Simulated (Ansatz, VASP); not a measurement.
# Two plane-wave programs on Zr3ZnN2

File INCAR:

```
SYSTEM = Zr3ZnN2
PREC = Accurate
ENCUT = 600
EDIFF = 1E-6
ISMEAR = 0
SIGMA = 0.1
LREAL = .False.
LASPH = .True.
NELM = 60
ALGO = Normal
ISIF = 3
LWAVE = .False.
LCHARG = .False.
GGA = PE
IBRION = 2
NSW = 90
EDIFFG = -0.04
```

Contents of KPOINTS:

```
regular mesh
0
Gamma
  6 6 4
  0 0 0
```

Contents of POSCAR:

```
Zr3ZnN2
1.0
    5.4654724800      0.0000000000      0.0000000000
   -2.7327362400      4.7332380200      0.0000000000
    0.0000000000      0.0000000000      3.7545888000
Zr Zn N
3 1 2
Direct
    0.6189273100      0.0000000000      0.0000000000
    0.0000000000      0.6189273100      0.0000000000
    0.3810726900      0.3810726900      0.0000000000
    0.0000000000      0.0000000000      0.0000000000
    0.3333333300      0.6666666700      0.5000000000
    0.6666666700      0.3333333300      0.5000000000
```

Input for Ansatz:

```yaml
crystal:
  lattice:
    - [5.46547248, 0.0, 0.0]
    - [-2.73273624, 4.73323802, 0.0]
    - [0.0, 0.0, 3.7545888]
  atoms:
    - { symbol: Zr, position: [0.61892731, 0.0, 0.0] }
    - { symbol: Zr, position: [0.0, 0.61892731, 0.0] }
    - { symbol: Zr, position: [0.38107269, 0.38107269, 0.0] }
    - { symbol: Zn, position: [0.0, 0.0, 0.0] }
    - { symbol: "N", position: [0.33333333, 0.66666667, 0.5] }
    - { symbol: "N", position: [0.66666667, 0.33333333, 0.5] }
basis:
  ecutwfc: 420
kpoints:
  mp_grid: { grid: [6, 6, 4] }
hamiltonian:
  xc: pbe
scf:
  occupations: { method: gaussian, width: 0.1 }
  lower_state_search: "off"
output:
  forces: true
  stress: true
  eigenvalues: true
relax:
  adjacent_minimum: "off"
  f_tol: 0.04
  max_steps: 70
  cell: { stress_tol: 0.4 }
```

Alike in both runs: task relaxation of cell and atoms; functional PBE; k mesh 6 × 6 × 4; occupations gaussian, width 0.1 eV; no spin polarisation.

|  | VASP | Ansatz |
| --- | --- | --- |
| version | VASP 6.6.1 | Ansatz 0.2.0 |
| potentials or method | VASP PAW PBE potentials, release 64 (Zr_sv, Zn, N), cutoff 600 eV | scalar-relativistic, plane waves, PAW |
| valence electrons in the cell | 58 | 58 |

```csv
,VASP,Ansatz,Ansatz less VASP
"gap on the k mesh at the Fermi level, each at its own relaxed structure (eV)",none,none,-
relaxed volume (Å³/atom),15.96,15.92,-0.042
relaxed cell length with the largest relative difference (Å),5.982,5.976,-0.0054
```

A gap of «none» marks a metal or a gap that the smearing closes.

The k mesh is coarse, so the values compare programs but aren't converged.
